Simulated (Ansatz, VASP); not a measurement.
## Two plane-wave programs on InP

File INCAR:

```
SYSTEM = InP
PREC     = Accurate       ! precision mode
ENCUT    = 520            ! plane-wave cutoff, eV
EDIFF    = 1E-6           ! SCF threshold, eV
ISMEAR   = 0              ! smearing method
SIGMA    = 0.018000000000000002 ! smearing width, eV
LREAL    = .False.        ! projectors in reciprocal space
LASPH    = .True.         ! aspherical terms in the spheres
NELM     = 100            ! most SCF steps
ALGO     = Normal         ! electronic algorithm
ISIF     = 2              ! what is computed and relaxed
LWAVE    = .False.        ! write WAVECAR
LCHARG   = .False.        ! write CHGCAR
GGA      = PE             ! functional
NBANDS   = 16             ! bands
```

The input KPOINTS:

```
regular mesh
0
Gamma
  8 8 8
  0 0 0
```

The input POSCAR:

```
InP
1.0
    0.0000000000      2.7688340000      2.7688340000
    2.7688340000      0.0000000000      2.7688340000
    2.7688340000      2.7688340000      0.0000000000
In P
1 1
Direct
    0.0000000000      0.0000000000      0.0000000000
    0.5000000000      0.5000000000      0.5000000000
```

File input.yaml:

```yaml
crystal:
  lattice:
    - [0.0, 2.768834, 2.768834]
    - [2.768834, 0.0, 2.768834]
    - [2.768834, 2.768834, 0.0]
  atoms:
    - { symbol: In, position: [0.0, 0.0, 0.0] }
    - { symbol: P, position: [0.5, 0.5, 0.5] }
hamiltonian:
  xc: pbe
  pseudopotentials: { kind: paw }
kpoints:
  mp_grid: { grid: [8, 8, 8] }
scf:
  occupations: { method: gaussian, width: 0.018 }
output:
  forces: true
  stress: true
  eigenvalues: true
```

Alike in both runs: task single point; functional PBE; k mesh 8 × 8 × 8; occupations gaussian, width 0.018 eV; no spin polarisation.

```csv
,VASP,Ansatz
version,VASP 6.6.1,Ansatz 0.2.0
potentials or method,"VASP PAW PBE potentials, release 64 (In_d, P)",Ansatz PAW
plane-wave cutoff (eV),520,420
valence electrons in the cell,18,18
```

|  | VASP | Ansatz | Ansatz less VASP |
| --- | --- | --- | --- |
| gap on the k mesh at the Fermi level (eV) | none | none | - |
| pressure (GPa) | -0.1 | -0.1 | +0.05 |

A gap of «none» marks a metal or a gap that the smearing closes. The functional is the same, so the differences come from potentials, cutoffs and numerics.
